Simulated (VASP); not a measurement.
# V (Im-3m) in VASP: settings compared

The runs below take V through single point, with revPBE, BLYP.

Program: VASP 6.6.1. These are calculated values, not measurements. Logs are shortened: lines on timing, memory, paths and dates and some standing lists are left out, and cuts for length are marked.

## 1. The cell of the first run

The structure is cubic, space group Im-3m (No. 229). Conventional cell: a = 3.013 Å, b = 3.013 Å, c = 3.013 Å, α = 90.00°, β = 90.00°, γ = 90.00°. V (site symmetry m-3m) has 14 V at 2.61 to 3.01 Å within 3.4 Å.

## 2. Single point, revPBE, collinear spin, ferromagnetic start

INCAR

```
PREC = Accurate
ENCUT = 520
EDIFF = 1E-7
ISMEAR = -1
SIGMA = 0.05
LREAL = False
LASPH = True
NELM = 150
ALGO = Normal
ISIF = 2
LWAVE = False
LCHARG = False
ISPIN = 2
MAGMOM = 2
LORBIT = 11
LMAXMIX = 4
GGA = RE
NBANDS = 16
```

KPOINTS

```
Automatic mesh
0
Gamma
  9 9 9
```

POSCAR

```
V
1.0
   -1.5067478404      1.5067478404      1.5067478404
    1.5067478404     -1.5067478404      1.5067478404
    1.5067478404      1.5067478404     -1.5067478404
V
1
Direct
    0.0000000000      0.0000000000      0.0000000000
```

Potentials or basis: VASP PAW PBE potentials, release 64 (V_sv).

Command:

```console
$ cat potpaw_PBE.64/V_sv/POTCAR > POTCAR
$ mpirun -np 1 vasp_std > vasp.out
```

OUTCAR:

```text
PREC = Accurate
   ENCUT = 520
   EDIFF = 1E-7
   ISMEAR = -1
   LREAL = False
   LASPH = True
   NELM = 150
   ISIF = 2
   ISPIN = 2
   LORBIT = 11
   GGA = RE

 ion  position               nearest neighbor table
   1  0.000  0.000  0.000-

  LATTYP: Found a body centered cubic cell.
 ALAT       =     3.0134956808

  Lattice vectors:

 A1 = (  -1.5067478404,   1.5067478404,   1.5067478404)
 A2 = (   1.5067478404,  -1.5067478404,   1.5067478404)
 A3 = (   1.5067478404,   1.5067478404,  -1.5067478404)

Analysis of symmetry for initial positions (statically):
=====================================================================
 Subroutine PRICEL returns:
 Original cell was already a primitive cell.

 Routine SETGRP: Setting up the symmetry group for a
 body centered cubic supercell.

 Subroutine GETGRP returns: Found 48 space group operations
 (whereof 48 operations were pure point group operations)
 out of a pool of 48 trial point group operations.

The static configuration has the point symmetry O_h .

Analysis of symmetry for dynamics (positions and initial velocities):
=====================================================================
 Subroutine PRICEL returns:
 Original cell was already a primitive cell.

 Routine SETGRP: Setting up the symmetry group for a
 body centered cubic supercell.

 Subroutine GETGRP returns: Found 48 space group operations
 (whereof 48 operations were pure point group operations)
 out of a pool of 48 trial point group operations.

The dynamic configuration has the point symmetry O_h .

Analysis of structural, dynamic, and magnetic symmetry:
=====================================================================
 Subroutine PRICEL returns:
 Original cell was already a primitive cell.

 Routine SETGRP: Setting up the symmetry group for a
 body centered cubic supercell.

 Subroutine GETGRP returns: Found 48 space group operations
 (whereof 48 operations were pure point group operations)
 out of a pool of 48 trial point group operations.

The overall configuration has the point symmetry O_h .

 Subroutine INISYM returns: Found 48 space group operations
 (whereof 48 operations are pure point group operations),
 and found     1 'primitive' translations

----------------------------------------------------------------------------------------

                                     Primitive cell

  volume of cell :      13.6830
[... 93 lines left out ...]
   ISIF   =      2    stress and relaxation
   ISYM   =      2    0-nonsym 1-usesym 2-fastsym
   POTIM  = 0.5000    time-step for ionic-motion
   TEBEG  =    0.0;   TEEND  =   0.0 temperature during run
   PSTRESS=    0.0 pullay stress
   NELECT =      13.0000    total number of electrons
   NUPDOWN=      -1.0000    fix difference up-down
   EMIN   =  10.00;   EMAX   =-10.00  energy-range for DOS
   EFERMI =   0.00;   METHOD = LEGACY
   ISMEAR =    -1;   SIGMA  =   0.05  broadening in eV -4-tet -1-fermi 0-gaus
   EFERMI_NEDOS =   21; number of points for ismear=-14 and -15
   IALGO  =     38    algorithm
   IMIX   =      4    mixing-type and parameters
     AMIX     =   0.40;   BMIX     =  1.00
     AMIX_MAG =   1.60;   BMIX_MAG =  1.00
  volume/ion in A,a.u.               =      13.68        92.34
  Fermi-wavevector in a.u.,A,eV,Ry     =   1.609393  3.041311 35.241062  2.590145
  Thomas-Fermi vector in A             =   2.705110
   LORBIT       =     11    0 simple, 1 ext, 2 COOP (PROOUT), +10 PAW based schemes
   GGA     = RE    functional components
   LHFCALC =     F    Hartree Fock is set to
   AEXX    =    0.0000 exact exchange contribution
   IVDW    =     0    specifies the selected vdW correction
   LEPSILON=     F    determine dielectric tensor
   LRPA    =     F    only Hartree local field effects (RPA)
 spin polarized calculation
  energy-cutoff  :      520.00
  volume of cell :       13.68
 maximum number of plane-waves:       377
   NGX =  9   NGY =  9   NGZ =  9

 number of electron      12.9999992 magnetization       0.1676578

 Free energy of the ion-electron system (eV)
  ---------------------------------------------------
  ext. energy  EPLUGINS =         0.00000000
  ---------------------------------------------------
  free energy    TOTEN  =        -8.61399112 eV

  energy without entropy =       -8.59606224  energy(sigma->0) =       -8.60502668

 E-fermi :   9.6454     XC(G=0): -12.7303

 val. band max:        9.6433112293   @ k =  -0.4444   0.4444   0.1111
 cond. band min:       9.6505611657   @ k =   0.3333   0.1111   0.0000
 fundamental gap:      0.0072499364
 Fermi energy:         9.6454052575

 spin component 1

 k-point     1 :       0.0000    0.0000    0.0000
  band No.  band energies     occupation
      1     -54.2870      1.00000
      2     -27.5628      1.00000
      3     -27.5628      1.00000
      4     -27.5628      1.00000
      5       2.9725      1.00000
      6       9.9440      0.00254
[... 435 lines left out ...]
      5       7.2672      1.00000
      6       8.9389      1.00000
[... 8 lines left out ...]
     15      33.9726      0.00000
     16      39.8303      0.00000

 [... further k-points ...]

 spin component 2

 k-point     1 :       0.0000    0.0000    0.0000
  band No.  band energies     occupation
      1     -54.1725      1.00000
      2     -27.4494      1.00000
      3     -27.4494      1.00000
      4     -27.4494      1.00000
      5       3.0985      1.00000
      6      10.0919      0.00013
[... 435 lines left out ...]
      5       7.3823      1.00000
      6       9.0392      0.99999
[... 8 lines left out ...]
     15      34.1052      0.00000
     16      39.9589      0.00000

 [... further k-points ...]
[... 5 lines left out ...]
  --------------------------------------------------------------------------------------
  -------------------------------------------------------------------------------------
  Total        0.0244557      0.0244557      0.0244557      0.0000000      0.0000000     -0.0000000
  in kB        2.8635751      2.8635751      2.8635751      0.0000000      0.0000000     -0.0000000
  external PRESSURE =       2.8635751 kB  Pullay stress =       0.0000000 kB

 VOLUME and BASIS-vectors are now :
 -----------------------------------------------------------------------------
  energy-cutoff  :      520.00
  volume of cell :       13.68
      direct lattice vectors                 reciprocal lattice vectors
    -1.506747840  1.506747840  1.506747840     0.000000000  0.331840529  0.331840529
     1.506747840 -1.506747840  1.506747840     0.331840529  0.000000000  0.331840529
     1.506747840  1.506747840 -1.506747840     0.331840529  0.331840529  0.000000000

 POSITION                                       TOTAL-FORCE (eV/Angst)
 -----------------------------------------------------------------------------------
      0.00000      0.00000      0.00000         0.000000     -0.000000      0.000000
 -----------------------------------------------------------------------------------
    total drift:                                0.000000     -0.000000     -0.000000

  FREE ENERGIE OF THE ION-ELECTRON SYSTEM (eV)
  ---------------------------------------------------
  free  energy   TOTEN  =        -8.6139911161 eV

  energy  without entropy=       -8.5960622436  energy(sigma->0) =       -8.60502668

 total charge

# of ion       s       p       d       tot
------------------------------------------
    1        2.334   6.216   3.070  11.621

 magnetization (x)

# of ion       s       p       d       tot
------------------------------------------
    1        0.002   0.015   0.115   0.132
```

Run time: 19 s. Hardware: 1 thread of AMD EPYC 7R43 (Zen 3), shared host; peak memory 0.1 GiB.

Results:

| Quantity | Value |
| --- | --- |
| Free energy | -8.6140 eV |
| Pressure | 0.3 GPa |
| Net moment | 0.17 μB per cell |
| Site moments | V +0.13 μB |
| Valence electrons inside the program's atomic spheres | V 11.62 |

Caveat: the PAW data sets were made with another functional, which shifts forces and pressure a little.

## 3. Single point, BLYP, collinear spin, ferromagnetic start

This run uses another cell than the first one, of 13.78 Å³/atom, 1.007 times its volume.

INCAR

```
  PREC = Accurate
  ENCUT = 520
  EDIFF = 1E-6
  ISMEAR = -1
  SIGMA = 0.05
  LREAL = False
  LASPH = True
  NELM = 150
  ALGO = Normal
  ISIF = 2
  LWAVE = False
  LCHARG = False
  ISPIN = 2
  MAGMOM = 2
  LORBIT = 11
  LMAXMIX = 4
  GGA = B5
  ALDAX = 1.0
  AGGAX = 1.0
  AGGAC = 1.0
  ALDAC = 0.0
  NBANDS = 16
```

KPOINTS

```
regular mesh
0
Gamma
  9 9 9
```

POSCAR

```
V
1.0
   -1.5103954973      1.5103954973      1.5103954973
    1.5103954973     -1.5103954973      1.5103954973
    1.5103954973      1.5103954973     -1.5103954973
V
1
Direct
    0.0000000000      0.0000000000      0.0000000000
```

Potentials or basis: VASP PAW PBE potentials, release 64 (V_sv).

Command:

```console
$ cat potpaw_PBE.64/V_sv/POTCAR > POTCAR
$ mpirun -np 1 vasp_std > vasp.out
```

It took 21 s on 1 thread of AMD EPYC 7R43 (Zen 3), shared host; peak memory 0.1 GiB.

Results (log left out):

| Property | Result |
| --- | --- |
| Free energy | -7.8500 eV |
| Pressure | 0.2 GPa |
| Net moment | 0.00 μB per cell |
| Valence electrons inside the program's atomic spheres | V 11.68 |

Levels at points of the mesh, in eV from the Fermi level:
Spin up:
```
           k point  band 3  band 4  band 5  band 6  band 7  band 8  band 9  band 10
(0.00, 0.00, 0.00)  -37.02  -37.02   -6.43    0.29    0.29    0.29    2.28     2.28
```
Spin down:
```tsv
k point	band 4	band 5	band 6	band 7	band 8	band 9
(0.00, 0.00, 0.00)	-37.02	-6.43	0.29	0.29	0.29	2.27
```

Caveat: the PAW data sets were made with another functional, which shifts forces and pressure a little.
